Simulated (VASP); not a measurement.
# Sr in VASP: further runs

Sr is run at these levels: PBE; tasks: single point.

Everything below comes from runs of VASP 6.6.1. Logs are shortened: lines on timing, memory, paths and dates and some standing lists are left out, and cuts for length are marked.

## (1) The cell of the first run

The structure is cubic, space group Im-3m (No. 229). The conventional cell has a = 4.462 Å, b = 4.462 Å, c = 4.462 Å, α = 90.00°, β = 90.00°, γ = 90.00°. Sr (site symmetry m-3m) has 14 Sr at 3.86 to 4.46 Å within 5.1 Å.

This isn't the form of Sr at room conditions, which is fcc.

## (2) Single point, PBE (strain -0.080 along x and y, -0.080 along z)

Contents of INCAR:

```
SYSTEM = Sr
ALGO = Fast
EDIFF = 1E-6
ENCUT = 520
GGA = PE
ISIF = 2
ISMEAR = 0
LASPH = .True.
LCHARG = .False.
LREAL = .False.
LWAVE = .False.
NBANDS = 11
NELM = 80
PREC = Accurate
SIGMA = 0.15
```

Contents of KPOINTS:

```
k-points
0
Gamma
  14 14 14
  0 0 0
```

Contents of POSCAR:

```
Sr
1.0
   -2.2310000000      2.2310000000      2.2310000000
    2.2310000000     -2.2310000000      2.2310000000
    2.2310000000      2.2310000000     -2.2310000000
Sr
1
Direct
    0.0000000000      0.0000000000      0.0000000000
```

Potentials or basis: VASP PAW PBE potentials, release 64 (Sr_sv).

The run is started by

```bash
$ cat potpaw_PBE.64/Sr_sv/POTCAR > POTCAR
$ mpirun -np 1 vasp_std > vasp.out
```

OUTCAR:

```text
SYSTEM = Sr
   EDIFF = 1E-6
   ENCUT = 520
   GGA = PE
   ISIF = 2
   ISMEAR = 0
   LASPH = .True.
   LREAL = .False.
   NELM = 80
   PREC = Accurate

 ion  position               nearest neighbor table
   1  0.000  0.000  0.000-

  LATTYP: Found a body centered cubic cell.
 ALAT       =     4.4620000000

  Lattice vectors:

 A1 = (  -2.2310000000,   2.2310000000,   2.2310000000)
 A2 = (   2.2310000000,  -2.2310000000,   2.2310000000)
 A3 = (   2.2310000000,   2.2310000000,  -2.2310000000)

Analysis of symmetry for initial positions (statically):
=====================================================================
 Subroutine PRICEL returns:
 Original cell was already a primitive cell.

 Routine SETGRP: Setting up the symmetry group for a
 body centered cubic supercell.

 Subroutine GETGRP returns: Found 48 space group operations
 (whereof 48 operations were pure point group operations)
 out of a pool of 48 trial point group operations.

The static configuration has the point symmetry O_h .

Analysis of symmetry for dynamics (positions and initial velocities):
=====================================================================
 Subroutine PRICEL returns:
 Original cell was already a primitive cell.

 Routine SETGRP: Setting up the symmetry group for a
 body centered cubic supercell.

 Subroutine GETGRP returns: Found 48 space group operations
 (whereof 48 operations were pure point group operations)
 out of a pool of 48 trial point group operations.

The dynamic configuration has the point symmetry O_h .

 Subroutine INISYM returns: Found 48 space group operations
 (whereof 48 operations are pure point group operations),
 and found     1 'primitive' translations

----------------------------------------------------------------------------------------

                                     Primitive cell

  volume of cell :      44.4180

  direct lattice vectors                    reciprocal lattice vectors
    -2.231000000  2.231000000  2.231000000     0.000000000  0.224114747  0.224114747
     2.231000000 -2.231000000  2.231000000     0.224114747  0.000000000  0.224114747
     2.231000000  2.231000000 -2.231000000     0.224114747  0.224114747  0.000000000

  length of vectors
     3.864205352  3.864205352  3.864205352     0.316946114  0.316946114  0.316946114

  position of ions in fractional coordinates (direct lattice)
     0.000000000  0.000000000  0.000000000

  ion indices of the primitive-cell ions
   primitive index   ion index
                 1           1

----------------------------------------------------------------------------------------

 KPOINTS: k-points

Automatic generation of k-mesh.
 Grid dimensions read from file:
 generate k-points for:   14   14   14

 Generating k-lattice:

  Cartesian coordinates                     Fractional coordinates (reciprocal lattice)
     0.000000000  0.016008196  0.016008196     0.071428571  0.000000000  0.000000000
     0.016008196  0.000000000  0.016008196     0.000000000  0.071428571  0.000000000
     0.016008196  0.016008196  0.000000000     0.000000000  0.000000000  0.071428571

  Length of vectors
     0.022639008  0.022639008  0.022639008

  Shift w.r.t. Gamma in fractional coordinates (k-lattice)
     0.000000000  0.000000000  0.000000000

 Subroutine IBZKPT returns following result:
 ===========================================

 Found    104 irreducible k-points:

 Following reciprocal coordinates:
            Coordinates               Weight
  0.000000  0.000000  0.000000      1.000000
  0.071429  0.000000  0.000000     12.000000
  0.142857  0.000000  0.000000     12.000000
  0.214286  0.000000  0.000000     12.000000
  0.285714  0.000000  0.000000     12.000000
  0.357143  0.000000  0.000000     12.000000
[... 16 lines left out ...]
  0.285714  0.285714  0.000000     24.000000
  0.357143  0.285714  0.000000     24.000000
 [... further k-points ...]
   k-points           NKPTS =    104   k-points in BZ     NKDIM =    104   number of bands    NBANDS=     11
   number of dos      NEDOS =    301   number of ions     NIONS =      1
   total plane-waves  NPLWV =  27000
   dimension x,y,z NGX =    30 NGY =   30 NGZ =   30
   dimension x,y,z NGXF=    60 NGYF=   60 NGZF=   60
   ions per type =               1
   NGX,Y,Z   is equivalent  to a cutoff of  12.91, 12.91, 12.91 a.u.
   NGXF,Y,Z  is equivalent  to a cutoff of  25.81, 25.81, 25.81 a.u.
 SYSTEM =  Sr
   PREC   = accura    normal or accurate (medium, high low for compatibility)
   ISTART =      0    job   : 0-new  1-cont  2-samecut
   ICHARG =      2    charge: 1-file 2-atom 10-const
   ISPIN  =      1    spin polarized calculation?
   LNONCOLLINEAR =      F non collinear calculations
   LSORBIT =      F    spin-orbit coupling
   LASPH  =      T    aspherical Exc in radial PAW
   ENCUT  =  520.0 eV  38.22 Ry    6.18 a.u.   7.18  7.18  7.18*2*pi/ulx,y,z
   NELM   =     80;   NELMIN=  2; NELMDL= -5     # of ELM steps
   EDIFF  = 0.1E-05   stopping-criterion for ELM
   LREAL  =      F    real-space projection
   EDIFFG = 0.1E-04   stopping-criterion for IOM
   NSW    =      0    number of steps for IOM
   IBRION =     -1    ionic relax: 0-MD 1-quasi-New 2-CG
   NFREE  =      0    steps in history (QN), initial steepest desc. (CG)
   ISIF   =      2    stress and relaxation
   ISYM   =      2    0-nonsym 1-usesym 2-fastsym
   POTIM  = 0.5000    time-step for ionic-motion
   TEBEG  =    0.0;   TEEND  =   0.0 temperature during run
   PSTRESS=    0.0 pullay stress
   NELECT =      10.0000    total number of electrons
   NUPDOWN=      -1.0000    fix difference up-down
   EMIN   =  10.00;   EMAX   =-10.00  energy-range for DOS
   EFERMI =   0.00;   METHOD = LEGACY
   ISMEAR =     0;   SIGMA  =   0.15  broadening in eV -4-tet -1-fermi 0-gaus
   EFERMI_NEDOS =   21; number of points for ismear=-14 and -15
   IALGO  =     68    algorithm
   IMIX   =      4    mixing-type and parameters
     AMIX     =   0.40;   BMIX     =  1.00
     AMIX_MAG =   1.60;   BMIX_MAG =  1.00
  volume/ion in A,a.u.               =      44.42       299.75
  Fermi-wavevector in a.u.,A,eV,Ry     =   0.995914  1.882005 13.494872  0.991845
  Thomas-Fermi vector in A             =   2.127967
   LORBIT       =      0    0 simple, 1 ext, 2 COOP (PROOUT), +10 PAW based schemes
   GGA     = PE    functional components
   LHFCALC =     F    Hartree Fock is set to
   AEXX    =    0.0000 exact exchange contribution
   IVDW    =     0    specifies the selected vdW correction
   LEPSILON=     F    determine dielectric tensor
   LRPA    =     F    only Hartree local field effects (RPA)
 non-spin polarized calculation
 RMM-DIIS sequential band-by-band and
 Gauss-broadening in eV      SIGMA  =   0.15
  energy-cutoff  :      520.00
  volume of cell :       44.42
 maximum number of plane-waves:      1212
 NGX is ok and might be reduce to    30
   NGX = 15   NGY = 15   NGZ = 15

 number of electron      10.0000000 magnetization

 Free energy of the ion-electron system (eV)
  ---------------------------------------------------
  ext. energy  EPLUGINS =         0.00000000
  ---------------------------------------------------
  free energy    TOTEN  =        -1.55507215 eV

  energy without entropy =       -1.54437210  energy(sigma->0) =       -1.54972212

 E-fermi :   2.3086     XC(G=0):  -8.0267

 val. band max:        2.2812347176   @ k =   0.5000   0.5000   0.2857
 cond. band min:       2.3221141114   @ k =  -0.4286  -0.4286   0.2143
 fundamental gap:      0.0408793938
 Fermi energy:         2.3086467278

 k-point     1 :       0.0000    0.0000    0.0000
  band No.  band energies     occupation
      1     -33.8446      2.00000
      2     -15.6653      2.00000
      3     -15.6653      2.00000
      4     -15.6653      2.00000
      5      -1.5677      2.00000
      6       5.0073      0.00000
      7       5.0073      0.00000
      8       5.0073      0.00000
      9       6.5970      0.00000
     10       6.5970      0.00000
     11      11.2865      0.00000

 k-point     2 :       0.0714    0.0000    0.0000
  band No.  band energies     occupation
      1     -33.8426      2.00000
      2     -15.6868      2.00000
      3     -15.6719      2.00000
      4     -15.6654      2.00000
      5      -1.4594      2.00000
      6       4.9067      0.00000
      7       4.9434      0.00000
      8       5.1153      0.00000
      9       6.4358      0.00000
     10       6.5881      0.00000
     11      11.4142      0.00000

 k-point     3 :       0.1429    0.0000    0.0000
  band No.  band energies     occupation
      1     -33.8370      2.00000
      2     -15.7464      2.00000
      3     -15.6903      2.00000
      4     -15.6658      2.00000
      5      -1.1457      2.00000
      6       4.6509      0.00000
      7       4.6721      0.00000
      8       5.4355      0.00000
      9       6.2316      0.00000
     10       6.5807      0.00000
     11      11.6787      0.00000

 k-point     4 :       0.2143    0.0000    0.0000
  band No.  band energies     occupation
      1     -33.8289      2.00000
      2     -15.8308      2.00000
      3     -15.7168      2.00000
      4     -15.6663      2.00000
      5      -0.6596      2.00000
      6       4.1872      0.00000
      7       4.3318      0.00000
      8       5.9566      0.00000
      9       6.2523      0.00000
     10       6.6155      0.00000
     11      11.6289      0.00000
[... 239 lines left out ...]
 k-point    22 :       0.3571    0.2143    0.0000
  band No.  band energies     occupation
      1     -33.8009      2.00000
      2     -16.0171      2.00000
      3     -15.8595      2.00000
      4     -15.7086      2.00000
      5       1.8409      1.99999
      6       2.8123      0.00000
      7       3.2916      0.00000
      8       6.4111      0.00000
      9       7.1511      0.00000
     10       8.5078      0.00000
     11       9.2630      0.00000

 k-point    23 :       0.2857    0.2857    0.0000
  band No.  band energies     occupation
      1     -33.8005      2.00000
      2     -15.9943      2.00000
      3     -15.8840      2.00000
      4     -15.7136      2.00000
      5       1.9927      1.99710
      6       2.7841      0.00001
      7       3.1761      0.00000
      8       6.6052      0.00000
      9       6.9533      0.00000
     10       8.2909      0.00000
     11       9.3593      0.00000

 k-point    24 :       0.3571    0.2857    0.0000
  band No.  band energies     occupation
      1     -33.7992      2.00000
      2     -15.9782      2.00000
      3     -15.9147      2.00000
      4     -15.7157      2.00000
      5       2.3459      0.72553
      6       2.7286      0.00008
      7       2.9351      0.00000
      8       6.6960      0.00000
      9       7.0339      0.00000
     10       7.9194      0.00000
     11       9.7458      0.00000

 [... further k-points ...]

------------------------ aborting loop because EDIFF is reached ----------------------------------------

  FORCE on cell =-STRESS in cart. coord.  units (eV):
  Direction    XX          YY          ZZ          XY          YZ          ZX
  --------------------------------------------------------------------------------------
  -------------------------------------------------------------------------------------
  Total        0.8797108      0.8797108      0.8797108      0.0000000      0.0000000      0.0000000
  in kB       31.7315866     31.7315866     31.7315866      0.0000000      0.0000000      0.0000000
  external PRESSURE =      31.7315866 kB  Pullay stress =       0.0000000 kB

 VOLUME and BASIS-vectors are now :
 -----------------------------------------------------------------------------
  energy-cutoff  :      520.00
  volume of cell :       44.42
      direct lattice vectors                 reciprocal lattice vectors
    -2.231000000  2.231000000  2.231000000     0.000000000  0.224114747  0.224114747
     2.231000000 -2.231000000  2.231000000     0.224114747  0.000000000  0.224114747
     2.231000000  2.231000000 -2.231000000     0.224114747  0.224114747  0.000000000

 POSITION                                       TOTAL-FORCE (eV/Angst)
 -----------------------------------------------------------------------------------
      0.00000      0.00000      0.00000        -0.000000     -0.000000      0.000000
 -----------------------------------------------------------------------------------
    total drift:                               -0.000000     -0.000000      0.000000

  FREE ENERGIE OF THE ION-ELECTRON SYSTEM (eV)
  ---------------------------------------------------
  free  energy   TOTEN  =        -1.5550721452 eV

  energy  without entropy=       -1.5443720981  energy(sigma->0) =       -1.54972212
```

Wall time 30 s (1 thread of Intel Xeon Platinum 8488C (Sapphire Rapids), shared host); peak memory 0.19 GiB.

What came out:

| Quantity | Value |
| --- | --- |
| Free energy | -1.5551 eV |
| Pressure | 3.2 GPa |
| Band gap on the k mesh | zero (bands 5 and 6 overlap by 0.78 eV) |

Levels at points of the mesh, in eV from the Fermi level:
```
           k point  band 3  band 4  band 5  band 6  band 7  band 8
(0.00, 0.00, 0.00)  -17.97  -17.97   -3.88    2.70    2.70    2.70
(0.50, 0.00, 0.00)  -18.10  -17.98   -1.09    0.69    1.27    4.20
(0.50, 0.50, 0.50)  -18.26  -18.26   -0.40   -0.40    4.67    4.67
```

Caveat: the cell differs from its parent crystal (strain -0.080 along x and y, -0.080 along z); the cell stands under pressure.

## (3) Single point, PBE (strain +0.080 along x and y, +0.080 along z)

Contents of INCAR:

```
ALGO = Fast ; EDIFF = 1E-6
ENCUT = 520 ; GGA = PE
ISIF = 2 ; ISMEAR = 0
LASPH = T ; LCHARG = F
LREAL = F ; LWAVE = F
NBANDS = 11 ; NELM = 100
PREC = Accurate ; SIGMA = 0.15
```

Contents of KPOINTS:

```
k-points
0
Gamma
  14 14 14
```

Contents of POSCAR:

```
Sr
1.0
   -2.6190000000      2.6190000000      2.6190000000
    2.6190000000     -2.6190000000      2.6190000000
    2.6190000000      2.6190000000     -2.6190000000
Sr
1
Direct
    0.0000000000      0.0000000000      0.0000000000
```

Potentials or basis: VASP PAW PBE potentials, release 64 (Sr_sv).

The run is started by

```bash
$ cat potpaw_PBE.64/Sr_sv/POTCAR > POTCAR
$ mpirun -np 1 vasp_std > vasp.out
```

OUTCAR:

```text
EDIFF = 1E-6
   ENCUT = 520
   GGA = PE
   ISIF = 2
   ISMEAR = 0
   LASPH = T
   LREAL = F
   NELM = 100
   PREC = Accurate

 ion  position               nearest neighbor table
   1  0.000  0.000  0.000-

  LATTYP: Found a body centered cubic cell.
 ALAT       =     5.2380000000

  Lattice vectors:

 A1 = (  -2.6190000000,   2.6190000000,   2.6190000000)
 A2 = (   2.6190000000,  -2.6190000000,   2.6190000000)
 A3 = (   2.6190000000,   2.6190000000,  -2.6190000000)

Analysis of symmetry for initial positions (statically):
[... 515 lines left out ...]

 [... further k-points ...]

------------------------ aborting loop because EDIFF is reached ----------------------------------------

  FORCE on cell =-STRESS in cart. coord.  units (eV):
  Direction    XX          YY          ZZ          XY          YZ          ZX
  --------------------------------------------------------------------------------------
  -------------------------------------------------------------------------------------
  Total       -0.8965874     -0.8965874     -0.8965874     -0.0000000      0.0000000     -0.0000000
  in kB      -19.9911017    -19.9911017    -19.9911017     -0.0000000      0.0000000     -0.0000000
  external PRESSURE =     -19.9911017 kB  Pullay stress =       0.0000000 kB

 VOLUME and BASIS-vectors are now :
 -----------------------------------------------------------------------------
  energy-cutoff  :      520.00
  volume of cell :       71.86
      direct lattice vectors                 reciprocal lattice vectors
    -2.619000000  2.619000000  2.619000000     0.000000000  0.190912562  0.190912562
     2.619000000 -2.619000000  2.619000000     0.190912562  0.000000000  0.190912562
     2.619000000  2.619000000 -2.619000000     0.190912562  0.190912562  0.000000000

 POSITION                                       TOTAL-FORCE (eV/Angst)
 -----------------------------------------------------------------------------------
      0.00000      0.00000      0.00000        -0.000000     -0.000000      0.000000
 -----------------------------------------------------------------------------------
    total drift:                               -0.000000      0.000000      0.000000

  FREE ENERGIE OF THE ION-ELECTRON SYSTEM (eV)
  ---------------------------------------------------
  free  energy   TOTEN  =        -1.5026069094 eV

  energy  without entropy=       -1.4841380671  energy(sigma->0) =       -1.49337249
```

OSZICAR:

```text
N       E                     dE             d eps       ncg     rms          rms(c)
DAV:   1     0.367056179839E+02    0.36706E+02   -0.44757E+03  2288   0.750E+02
DAV:   2     0.350569313453E+00   -0.36355E+02   -0.35838E+02  2654   0.146E+02
DAV:   3    -0.141145528567E+01   -0.17620E+01   -0.17400E+01  3512   0.240E+01
DAV:   4    -0.148784941072E+01   -0.76394E-01   -0.76072E-01  3051   0.480E+00
DAV:   5    -0.148998094914E+01   -0.21315E-02   -0.21301E-02  3295   0.588E-01    0.906E+00
RMM:   6    -0.149758881195E+01   -0.76079E-02   -0.75387E-03  2408   0.985E-01    0.511E+00
RMM:   7    -0.150231068284E+01   -0.47219E-02   -0.15323E-02  2536   0.147E+00    0.298E-01
RMM:   8    -0.150249476181E+01   -0.18408E-03   -0.26712E-03  3105   0.424E-01    0.743E-02
RMM:   9    -0.150257906995E+01   -0.84308E-04   -0.55061E-04  3668   0.111E-01    0.359E-02
RMM:  10    -0.150260264750E+01   -0.23578E-04   -0.88559E-05  3714   0.418E-02    0.225E-02
RMM:  11    -0.150260654951E+01   -0.39020E-05   -0.30513E-05  3662   0.230E-02    0.103E-02
RMM:  12    -0.150260690939E+01   -0.35988E-06   -0.51782E-06  3151   0.905E-03
   1 F= -.15026069E+01 E0= -.14933725E+01  d E =-.184688E-01
```

stdout:

```text
POSCAR found type information on POSCAR Sr
 POSCAR found :  1 types and       1 ions
 scaLAPACK will be used
 LDA part: xc-table for (Slater+PW92), standard interpolation
 POSCAR, INCAR and KPOINTS ok, starting setup
 FFT: planning ... GRIDC
 FFT: planning ... GRID_SOFT
 FFT: planning ... GRID
 WAVECAR not read
 entering main loop
WARNING in EDDRMM: call to ZHEGV failed, returncode =   6  3      5
```

Run time: 39 s. Hardware: 1 thread of Intel Xeon Platinum 8488C (Sapphire Rapids), shared host; peak memory 0.25 GiB.

What came out:

| Item | Value |
| --- | --- |
| Free energy | -1.5026 eV |
| Pressure | -2.0 GPa |
| Band gap on the k mesh | zero (bands 5 and 6 overlap by 0.23 eV) |

Caveat: the cell differs from its parent crystal (strain +0.080 along x and y, +0.080 along z).

(Part 1 of 2 ends here.)
